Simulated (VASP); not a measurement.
# Mg3BiSb (P3m1) in VASP: notebook, part 2 of 2

VASP 6.6.1.

### 4 Single point, PBEsol

This run uses another cell than the first one, of 26.35 Å³/atom, 1.056 times its volume.

Contents of INCAR:

```
ALGO = Normal
EDIFF = 1E-6
ENCUT = 520
GGA = PS
ISIF = 2
ISMEAR = 1
LASPH = T
LCHARG = F
LREAL = F
LWAVE = F
NBANDS = 21
NELM = 60
PREC = Accurate
SIGMA = 0.15
```

Contents of KPOINTS:

```
k-points
0
Gamma
  6 6 3
```

Contents of POSCAR:

```
Mg3BiSb
1.0
    4.5852681143      0.0000000000      0.0000000000
   -2.2926340571      3.9709616862      0.0000000000
    0.0000000000      0.0000000000      7.2355643697
Mg Sb Bi
3 1 1
Direct
    0.0000000000      0.0000000000      0.0044900000
    0.3333333333      0.6666666667      0.3649400000
    0.6666666667      0.3333333333      0.6258600000
    0.6666666667      0.3333333333      0.2250700000
    0.3333333333      0.6666666667      0.7796500000
```

Potentials or basis: VASP PAW PBE potentials, release 64 (Mg, Sb, Bi_d).

On the command line:

```bash
$ cat potpaw_PBE.64/Mg/POTCAR potpaw_PBE.64/Sb/POTCAR potpaw_PBE.64/Bi_d/POTCAR > POTCAR
$ mpirun -np 1 vasp_std > vasp.out
```

OUTCAR:

```text
EDIFF = 1E-6
   ENCUT = 520
   GGA = PS
   ISIF = 2
   ISMEAR = 1
   LASPH = T
   LREAL = F
   NELM = 60
   PREC = Accurate

 ion  position               nearest neighbor table
   1  0.000  0.000  0.004-   4 3.09   4 3.09   4 3.09   5 3.11   5 3.11   5 3.11
   2  0.333  0.667  0.365-   4 2.83   4 2.83   4 2.83   5 3.00   3 3.25   3 3.25   3 3.25
   3  0.667  0.333  0.626-   5 2.87   5 2.87   5 2.87   4 2.90   2 3.25   2 3.25   2 3.25
   4  0.667  0.333  0.225-   2 2.83   2 2.83   2 2.83   3 2.90   1 3.09   1 3.09   1 3.09
   5  0.333  0.667  0.780-   3 2.87   3 2.87   3 2.87   2 3.00   1 3.11   1 3.11   1 3.11

  LATTYP: Found a hexagonal cell.
 ALAT       =     4.5852681143
 C/A-ratio  =     1.5780024612

  Lattice vectors:

 A1 = (   4.5852681143,   0.0000000000,   0.0000000000)
 A2 = (  -2.2926340571,   3.9709616862,   0.0000000000)
 A3 = (   0.0000000000,   0.0000000000,   7.2355643697)

Analysis of symmetry for initial positions (statically):
=====================================================================
 Subroutine PRICEL returns:
 Original cell was already a primitive cell.

 Routine SETGRP: Setting up the symmetry group for a
 hexagonal supercell.

 Subroutine GETGRP returns: Found  6 space group operations
 (whereof  6 operations were pure point group operations)
 out of a pool of 24 trial point group operations.

The static configuration has the point symmetry C_3v.

Analysis of symmetry for dynamics (positions and initial velocities):
=====================================================================
 Subroutine PRICEL returns:
 Original cell was already a primitive cell.

 Routine SETGRP: Setting up the symmetry group for a
 hexagonal supercell.

 Subroutine GETGRP returns: Found  6 space group operations
 (whereof  6 operations were pure point group operations)
 out of a pool of 24 trial point group operations.

The dynamic configuration has the point symmetry C_3v.

 Subroutine INISYM returns: Found  6 space group operations
 (whereof  6 operations are pure point group operations),
 and found     1 'primitive' translations

----------------------------------------------------------------------------------------

                                     Primitive cell

  volume of cell :     131.7446

  direct lattice vectors                    reciprocal lattice vectors
     4.585268114  0.000000000  0.000000000     0.218089755  0.125914083  0.000000000
    -2.292634057  3.970961686  0.000000000     0.000000000  0.251828166  0.000000000
     0.000000000  0.000000000  7.235564370     0.000000000  0.000000000  0.138206220

  length of vectors
     4.585268114  4.585270726  7.235564370     0.251828310  0.251828166  0.138206220

  position of ions in fractional coordinates (direct lattice)
     0.000000000  0.000000000  0.004490000
     0.333333333  0.666666667  0.364940000
     0.666666667  0.333333333  0.625860000
     0.666666667  0.333333333  0.225070000
     0.333333333  0.666666667  0.779650000

  ion indices of the primitive-cell ions
   primitive index   ion index
                 1           1
                 2           2
                 3           3
[... 26 lines left out ...]

 Found     17 irreducible k-points:

 Following reciprocal coordinates:
            Coordinates               Weight
  0.000000  0.000000  0.000000      1.000000
  0.166667  0.000000  0.000000      6.000000
  0.333333 -0.000000  0.000000      6.000000
  0.500000 -0.000000  0.000000      3.000000
  0.166667  0.166667  0.000000      6.000000
  0.333333  0.166667  0.000000     12.000000
[... 9 lines left out ...]
 -0.166667  0.500000  0.333333     12.000000
  0.333333  0.333333  0.333333      4.000000
   k-points           NKPTS =     17   k-points in BZ     NKDIM =     17   number of bands    NBANDS=     21
   number of dos      NEDOS =    301   number of ions     NIONS =      5
   total plane-waves  NPLWV =  69984
   dimension x,y,z NGX =    36 NGY =   36 NGZ =   54
   dimension x,y,z NGXF=    72 NGYF=   72 NGZF=  108
   ions per type =               3   1   1
   NGX,Y,Z   is equivalent  to a cutoff of  13.05, 13.05, 12.41 a.u.
   NGXF,Y,Z  is equivalent  to a cutoff of  26.10, 26.10, 24.81 a.u.
 SYSTEM =  unknown system
   PREC   = accura    normal or accurate (medium, high low for compatibility)
   ISTART =      0    job   : 0-new  1-cont  2-samecut
   ICHARG =      2    charge: 1-file 2-atom 10-const
   ISPIN  =      1    spin polarized calculation?
   LNONCOLLINEAR =      F non collinear calculations
   LSORBIT =      F    spin-orbit coupling
   LASPH  =      T    aspherical Exc in radial PAW
   ENCUT  =  520.0 eV  38.22 Ry    6.18 a.u.   8.53  8.53 13.45*2*pi/ulx,y,z
   NELM   =     60;   NELMIN=  2; NELMDL= -5     # of ELM steps
   EDIFF  = 0.1E-05   stopping-criterion for ELM
   LREAL  =      F    real-space projection
   EDIFFG = 0.1E-04   stopping-criterion for IOM
   NSW    =      0    number of steps for IOM
   IBRION =     -1    ionic relax: 0-MD 1-quasi-New 2-CG
   NFREE  =      0    steps in history (QN), initial steepest desc. (CG)
   ISIF   =      2    stress and relaxation
   ISYM   =      2    0-nonsym 1-usesym 2-fastsym
   POTIM  = 0.5000    time-step for ionic-motion
   TEBEG  =    0.0;   TEEND  =   0.0 temperature during run
   PSTRESS=    0.0 pullay stress
   NELECT =      26.0000    total number of electrons
   NUPDOWN=      -1.0000    fix difference up-down
   EMIN   =  10.00;   EMAX   =-10.00  energy-range for DOS
   EFERMI =   0.00;   METHOD = LEGACY
   ISMEAR =     1;   SIGMA  =   0.15  broadening in eV -4-tet -1-fermi 0-gaus
   EFERMI_NEDOS =   21; number of points for ismear=-14 and -15
   IALGO  =     38    algorithm
   IMIX   =      4    mixing-type and parameters
     AMIX     =   0.40;   BMIX     =  1.00
     AMIX_MAG =   1.60;   BMIX_MAG =  1.00
  volume/ion in A,a.u.               =      26.35       177.81
  Fermi-wavevector in a.u.,A,eV,Ry     =   0.953136  1.801166 12.360468  0.908469
  Thomas-Fermi vector in A             =   2.081764
   LORBIT       =      0    0 simple, 1 ext, 2 COOP (PROOUT), +10 PAW based schemes
   GGA     = PS    functional components
   LHFCALC =     F    Hartree Fock is set to
   AEXX    =    0.0000 exact exchange contribution
   IVDW    =     0    specifies the selected vdW correction
   LEPSILON=     F    determine dielectric tensor
   LRPA    =     F    only Hartree local field effects (RPA)
 non-spin polarized calculation
 Methfessel and Paxton  Order N= 1 SIGMA  =   0.15
  energy-cutoff  :      520.00
  volume of cell :      131.74
 maximum number of plane-waves:      3569
 NGX is ok and might be reduce to    36
   NGX = 17   NGY = 17   NGZ = 27

 number of electron      25.9999997 magnetization

 Free energy of the ion-electron system (eV)
  ---------------------------------------------------
  ext. energy  EPLUGINS =         0.00000000
  ---------------------------------------------------
  free energy    TOTEN  =       -15.52316589 eV

  energy without entropy =      -15.52416098  energy(sigma->0) =      -15.52349758

 E-fermi :   4.6825     XC(G=0):  -9.0512

 val. band max:        4.6521941492   @ k =   0.0000   0.0000   0.0000
 cond. band min:       4.7784796703   @ k =   0.5000  -0.0000   0.3333
 fundamental gap:      0.1262855211
 Fermi energy:         4.6825477485

 k-point     1 :       0.0000    0.0000    0.0000
  band No.  band energies     occupation
      1     -17.4277      2.00000
      2     -17.4277      2.00000
      3     -17.4127      2.00000
      4     -17.3850      2.00000
      5     -17.3850      2.00000
      6      -6.6814      2.00000
[... 397 lines left out ...]
     20       9.6538      0.00000
     21      10.4231      0.00000

------------------------ aborting loop because EDIFF is reached ----------------------------------------

  FORCE on cell =-STRESS in cart. coord.  units (eV):
  Direction    XX          YY          ZZ          XY          YZ          ZX
  --------------------------------------------------------------------------------------
  -------------------------------------------------------------------------------------
  Total        0.4142721      0.4142728      0.4713211      0.0000000      0.0000000      0.0000000
  in kB        5.0380615      5.0380692      5.7318477      0.0000000      0.0000000      0.0000000
  external PRESSURE =       5.2693261 kB  Pullay stress =       0.0000000 kB

 VOLUME and BASIS-vectors are now :
 -----------------------------------------------------------------------------
  energy-cutoff  :      520.00
  volume of cell :      131.74
      direct lattice vectors                 reciprocal lattice vectors
     4.585268114  0.000000000  0.000000000     0.218089755  0.125914083  0.000000000
    -2.292634057  3.970961686  0.000000000     0.000000000  0.251828166  0.000000000
     0.000000000  0.000000000  7.235564370     0.000000000  0.000000000  0.138206220

 POSITION                                       TOTAL-FORCE (eV/Angst)
 -----------------------------------------------------------------------------------
      0.00000      0.00000      0.03249        -0.000000      0.000000      0.008806
     -0.00000      2.64731      2.64055         0.000000      0.000000      0.008626
      2.29263      1.32365      4.52845        -0.000000     -0.000000      0.030787
      2.29263      1.32365      1.62851         0.000000      0.000000     -0.100186
     -0.00000      2.64731      5.64121         0.000000      0.000000      0.051967
 -----------------------------------------------------------------------------------
    total drift:                                0.000000      0.000010     -0.001999

  FREE ENERGIE OF THE ION-ELECTRON SYSTEM (eV)
  ---------------------------------------------------
  free  energy   TOTEN  =       -15.5231658872 eV

  energy  without entropy=      -15.5241609752  energy(sigma->0) =      -15.52349758
```

OSZICAR:

```text
N       E                     dE             d eps       ncg     rms          rms(c)
DAV:   1     0.169395400124E+03    0.16940E+03   -0.11152E+04   714   0.108E+03
DAV:   2    -0.953695960181E+00   -0.17035E+03   -0.16443E+03   759   0.264E+02
DAV:   3    -0.156635965250E+02   -0.14710E+02   -0.14523E+02   873   0.850E+01
DAV:   4    -0.160976097054E+02   -0.43401E+00   -0.43364E+00   960   0.163E+01
DAV:   5    -0.161070787660E+02   -0.94691E-02   -0.94687E-02   932   0.213E+00    0.387E+00
DAV:   6    -0.156459307403E+02    0.46115E+00   -0.52516E-01   819   0.234E+00    0.215E+00
DAV:   7    -0.155264906739E+02    0.11944E+00   -0.40596E-01   838   0.253E+00    0.801E-01
DAV:   8    -0.155232135697E+02    0.32771E-02   -0.21369E-02   847   0.112E+00    0.365E-01
DAV:   9    -0.155232057496E+02    0.78200E-05   -0.19134E-03   876   0.271E-01    0.540E-02
DAV:  10    -0.155231620162E+02    0.43733E-04   -0.27311E-04   848   0.772E-02    0.181E-02
DAV:  11    -0.155231652426E+02   -0.32264E-05   -0.41908E-05   876   0.315E-02    0.108E-02
DAV:  12    -0.155231658872E+02   -0.64461E-06   -0.51384E-06   902   0.165E-02
   1 F= -.15523166E+02 E0= -.15523498E+02  d E =0.995088E-03
```

stdout:

```text
POSCAR found type information on POSCAR MgSbBi
 POSCAR found :  3 types and       5 ions
 scaLAPACK will be used
 -----------------------------------------------------------------------------
|                                                                             |
|                                                                             |
|     You enforced a specific xc type in the INCAR file but a different       |
|     I HOPE YOU KNOW WHAT YOU ARE DOING!                                     |
|                                                                             |
 -----------------------------------------------------------------------------

 LDA part: xc-table for (Slater+PW92), standard interpolation
 POSCAR, INCAR and KPOINTS ok, starting setup
 FFT: planning ... GRIDC
 FFT: planning ... GRID_SOFT
 FFT: planning ... GRID
 WAVECAR not read
 entering main loop
```

Wall time 32 s (1 thread of Intel Xeon Platinum 8488C (Sapphire Rapids), shared host); peak memory 0.27 GiB.

Results:

- Free energy: -15.5232 eV
- Pressure: 0.5 GPa
- Largest force: 0.100 eV/Å
- Band gap on the k mesh: 0.13 eV, indirect (least direct gap 0.51 eV)

Forces on the atoms (eV/Å):
```
Mg   0.000  0.000  0.009
Mg   0.000  0.000  0.009
Mg   0.000  0.000  0.031
Sb   0.000  0.000 -0.100
Bi   0.000  0.000  0.052
```

Levels at points of the mesh, in eV from the valence-band top:
| k point | band 11 | band 12 | band 13 | band 14 | band 15 | band 16 |
| --- | --- | --- | --- | --- | --- | --- |
| (0.00, 0.00, 0.00) | -0.30 | -0.30 | 0.00 | 0.51 | 1.03 | 3.03 |
| (0.50, 0.00, 0.00) | -2.38 | -2.26 | -0.84 | 0.28 | 1.76 | 2.13 |

Caveat: the PAW data sets were made with another functional, which shifts forces and pressure a little; spin-orbit coupling is left out, which moves the levels of the heavy elements. A k mesh can miss the band edges.

### 5 Single point, PBEsol

This run uses another cell than the first one, of 27.04 Å³/atom, 1.083 times its volume.

Contents of INCAR:

```
PREC     = Accurate       # precision mode
ENCUT    = 520            # plane-wave cutoff, eV
EDIFF    = 1E-7           # SCF threshold, eV
ISMEAR   = 1              # smearing method
SIGMA    = 0.15           # smearing width, eV
LREAL    = False          # projectors in reciprocal space
LASPH    = True           # aspherical terms in the spheres
NELM     = 100            # most SCF steps
ALGO     = Normal         # electronic algorithm
ISIF     = 2              # what is computed and relaxed
LWAVE    = False          # write WAVECAR
LCHARG   = False          # write CHGCAR
GGA      = PS             # functional
NBANDS   = 21             # bands
```

Contents of KPOINTS:

```
regular mesh
0
Gamma
  6 6 3
```

Changes to POSCAR since step 4:

```diff
@@ -2,5 +2,5 @@
 1.0
-    4.5852681143      0.0000000000      0.0000000000
-   -2.2926340571      3.9709616862      0.0000000000
-    0.0000000000      0.0000000000      7.2355643697
+    4.6251420123      0.0000000000      0.0000000000
+   -2.3125710062      4.0054935211      0.0000000000
+    0.0000000000      0.0000000000      7.2984854790
 Mg Sb Bi
```

On the command line:

```bash
$ cat potpaw_PBE.64/Mg/POTCAR potpaw_PBE.64/Sb/POTCAR potpaw_PBE.64/Bi_d/POTCAR > POTCAR
$ mpirun -np 1 vasp_std > vasp.out
```

It took 39 s on 1 thread of Intel Xeon Platinum 8488C (Sapphire Rapids), shared host; peak memory 0.27 GiB.

The run converged. Its results:

- Free energy: -15.5227 eV
- Pressure: -0.6 GPa
- Largest force: 0.039 eV/Å
- Band gap on the k mesh: 0.12 eV, indirect (least direct gap 0.43 eV)

Forces in eV/Å, atoms in the order of the input:
```
Mg   0.000  0.000  0.006
Mg   0.000  0.000  0.004
Mg   0.000  0.000  0.028
Sb   0.000  0.000 -0.039
Bi   0.000  0.000  0.002
```

Stress tensor (GPa, compression positive):
```
-0.64  0.00  0.00
 0.00 -0.64  0.00
 0.00  0.00 -0.55
```

Levels at points of the mesh, in eV from the valence-band top:
```tsv
k point	band 10	band 11	band 12	band 13	band 14	band 15	band 16	band 17
(0.00, 0.00, 0.00)	-1.09	-0.27	-0.27	0.00	0.43	0.99	3.03	3.03
(0.50, 0.00, 0.00)	-3.24	-2.29	-2.18	-0.79	0.29	1.74	2.15	2.77
```

Caveat: the PAW data sets were made with another functional, which shifts forces and pressure a little; spin-orbit coupling is left out, which moves the levels of the heavy elements. A k mesh can miss the band edges.

### 6 Summary

| cell | gap on the mesh (eV) | pressure (GPa) | largest force (eV/Å) |
| --- | --- | --- | --- |
| a = 4.503, b = 4.503, c = 7.106 Å, angles 90.0, 90.0, 120.0°, 5 atoms | 0.10 | 3.4 | 0.23 |
| a = 4.545, b = 4.545, c = 7.172 Å, angles 90.0, 90.0, 120.0°, 5 atoms | 0.14 | 1.8 | 0.16 |
| a = 4.585, b = 4.585, c = 7.236 Å, angles 90.0, 90.0, 120.0°, 5 atoms | 0.13 | 0.5 | 0.10 |
| a = 4.625, b = 4.625, c = 7.298 Å, angles 90.0, 90.0, 120.0°, 5 atoms | 0.12 | -0.6 | 0.04 |

Alike in all rows: task single point; level PBEsol; potentials or basis VASP PAW PBE potentials, release 64 (Mg, Sb, Bi_d); no spin polarisation; k mesh 6 × 6 × 3; cutoff (eV) 520; smearing methfessel-paxton 0.15 eV.

Caveats: the PAW data sets were made with another functional, which shifts forces and pressure a little; spin-orbit coupling is left out, which moves the levels of the heavy elements.

Total energies depend on the potentials used, so only differences within one code and one set of settings carry meaning.
